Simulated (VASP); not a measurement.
TaSi2: single point with PBEsol

TaSi2:

```
Ta Si
1.0
     4.76136    0.00000    0.00000
    -2.38068    4.12346    0.00000
     0.00000    0.00000    6.55812
Ta Si
3 6
Direct
  0.45505 0.00000 0.96737
  0.50000 0.50000 0.66667
  0.00000 0.50000 0.33333
  0.15926 0.31852 0.00000
  0.84074 0.15926 0.66667
  0.68148 0.84074 0.33333
  0.84074 0.68148 0.00000
  0.15926 0.84074 0.66667
  0.31852 0.15926 0.33333
```

This cell differs from its parent crystal: atom 1 (Ta) moved by -0.214 Å along [1 0 0] and -0.214 Å along [0 0 1].

- Program: VASP 6.6.1
- Task: single point
- Functional: PBEsol
- Potentials or basis: VASP PAW PBE potentials, release 64 (Ta_pv, Si)
- Cutoff: 520 eV
- k mesh: 9 × 9 × 6
- Occupations: gaussian, width 0.15 eV
- Spin: no spin polarisation

| Item | Value |
| --- | --- |
| Pressure | 3.4 GPa |
| Largest force | 6.125 eV/Å |
| Band gap on the k mesh | zero (an odd number of electrons rules out a gap without spin polarisation) |

Forces in eV/Å, atoms in the order of the input:
```
Ta   4.277  0.569  4.348
Ta  -0.569 -0.199 -0.354
Ta  -0.376  0.196 -0.354
Si  -1.071  0.255 -0.044
Si   0.090  0.178 -0.311
Si  -0.505  0.209 -0.588
Si  -0.825 -0.227 -0.170
Si  -1.222 -0.859 -2.293
Si   0.201 -0.122 -0.234
```

Stress tensor (GPa, compression positive):
```
3.54 1.57 2.01
1.57 1.30 2.05
2.01 2.05 5.51
```

Levels at points of the mesh, in eV from the Fermi level:
```csv
k point,band 26,band 27,band 28,band 29,band 30,band 31
"(0.00, 0.00, 0.00)",-2.23,-2.22,-2.11,-1.45,0.71,2.63
"(0.00, 0.00, 0.50)",-1.96,-1.77,-1.73,0.94,1.18,2.26
```

Run time: 30 min on 1 thread of AMD EPYC 9755 128-Core Processor, with other jobs on the host, peak memory 0.87 GiB.

Caveat: the cell differs from its parent crystal (atom 1 (Ta) moved by -0.214 Å along [1 0 0] and -0.214 Å along [0 0 1]); the cell stands under pressure; the PAW data sets were made with another functional, which shifts forces and pressure a little; spin-orbit coupling is left out, which moves the levels of the heavy elements.
